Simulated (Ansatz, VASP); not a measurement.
One calculation of Li2S, two programs

```
Li S
1.0
     0.00000    2.83517    2.83517
     2.83517    0.00000    2.83517
     2.83517    2.83517    0.00000
Li S
2 1
Direct
  0.75000 0.75000 0.75000
  0.25000 0.25000 0.25000
  0.00000 0.00000 0.00000
```

Alike in both runs: task single point; functional PBE; k mesh 4 × 4 × 4; occupations gaussian, width 0.1 eV; no spin polarisation.

```csv
,VASP,Ansatz
version,VASP 6.6.1,Ansatz 0.2.0
potentials or method,"VASP PAW PBE potentials, release 64 (Li_sv, S), cutoff 750 eV","scalar-relativistic, plane waves, PAW"
valence electrons in the cell,12,12
```

VASP gave:

```
gap on the k mesh at the Fermi level (eV) : 3.37
least direct gap on the mesh (eV)         : 4.34
pressure (GPa)                            : 0.6
```

Question: What did Ansatz give for the same quantities?

Answer: gap on the k mesh at the Fermi level (eV): 3.38; least direct gap on the mesh (eV): 4.34; pressure (GPa): 0.8.

The functional is the same, so the differences come from potentials, cutoffs and numerics.

The k mesh is coarse, so the values compare programs but aren't converged.
